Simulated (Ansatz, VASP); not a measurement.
# Two plane-wave programs on CuNi2O3

```
Cu Ni O
1.0
     2.81948    0.00000    0.00000
     0.00000    2.81948    0.00000
     0.00000    0.00000    7.88188
Cu Ni O
1 2 3
Direct
  0.00000 0.00000 0.00000
  0.00000 0.50000 0.64360
  0.50000 0.00000 0.35640
  0.50000 0.50000 0.00000
  0.00000 0.50000 0.37299
  0.50000 0.00000 0.62701
```

Change from the starting cell: species swapped into the Hf2CuSb3 type (P-4m2, No. 115).

Alike in both runs: functional PBE; k mesh 12 × 12 × 4; occupations gaussian, width 0.1 eV; collinear spin.

Ansatz relaxed the structure, and its values are those at the end. VASP's run is a single point on that final structure, the one shown.

|  | VASP | Ansatz |
| --- | --- | --- |
| version | VASP 6.6.1 | Ansatz 0.2.0 |
| potentials or method | VASP PAW PBE potentials, release 64 (Cu, Ni, O), cutoff 520 eV | scalar-relativistic, plane waves, PAW |
| valence electrons in the cell | 49 | 73 |

|  | VASP | Ansatz | Ansatz less VASP |
| --- | --- | --- | --- |
| gap on the k mesh at the Fermi level (eV) | none | none | - |
| pressure (GPa) | 0.2 | 0.0 | -0.15 |
| rms of the force components (eV/Å) | 0.007 | 0.000 | -0.0064 |
| net moment per atom (μB) | 0.53 | 0.54 | +0.008 |
| size of the moment on the site where the two differ most (μB) | 1.24 | 1.22 | -0.016 |

Site moments also hang on the region over which each program counts them. A gap of «none» marks a metal or a gap that the smearing closes. The functional is the same, so the differences come from potentials, cutoffs and numerics. VASP's potentials hold 49 valence electrons a cell and Ansatz's 73, so a difference there can come from the potentials and not from the codes.
